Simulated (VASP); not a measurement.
**Sr: single point with PBE**

Crystal: Sr.

```
Sr
1.0
     3.69463   -2.13409    0.00777
     3.69463    2.13409    0.00777
    -2.46986    0.00000   10.46796
Sr
3
Direct
  0.00000 0.00000 0.50000
  0.22239 0.22239 0.16716
  0.77761 0.77761 0.83284
```

| Item | Value |
| --- | --- |
| Program | VASP 6.6.1 |
| Task | single point |
| Functional | PBE |
| Potentials or basis | VASP PAW PBE potentials, release 64 (Sr_sv) |
| Cutoff | 520 eV |
| k mesh | 12 × 12 × 4 |
| Occupations | gaussian, width 0.1 eV |
| Spin | no spin polarisation |
| Dipole correction | no |
| Further INCAR settings | ALGO = Normal; EDIFF = 1e-06; NBANDS = 22 |

```json
{"Pressure": "0.0 GPa", "Band gap on the k mesh": "zero (bands 15 and 16 overlap by 0.11 eV)"}
```

Levels at points of the mesh, in eV from the Fermi level:
```csv
k point,band 11,band 12,band 13,band 14,band 15,band 16,band 17,band 18,band 19,band 20
"(0.00, 0.00, 0.00)",-18.53,-18.53,-3.67,-2.11,-2.11,0.74,0.75,2.21,2.21,2.29
"(0.50, 0.00, 0.00)",-18.57,-18.56,-1.14,-0.72,-0.66,0.05,0.29,0.36,1.05,1.15
"(0.50, 0.50, 0.00)",-18.57,-18.56,-0.98,-0.96,-0.59,0.13,0.14,0.27,1.18,1.54
"(0.00, 0.00, 0.50)",-18.53,-18.53,-3.24,-3.23,-1.15,0.03,1.72,1.75,2.20,2.21
"(0.50, 0.00, 0.50)",-18.57,-18.56,-0.98,-0.96,-0.59,0.12,0.14,0.27,1.18,1.54
"(0.50, 0.50, 0.50)",-18.57,-18.56,-1.14,-0.72,-0.66,0.05,0.28,0.36,1.05,1.16
```

Wall time 4.6 min on 1 thread of Intel(R) Xeon(R) Platinum 8488C (Sapphire Rapids), with other jobs on the host, peak memory 0.6 GiB.
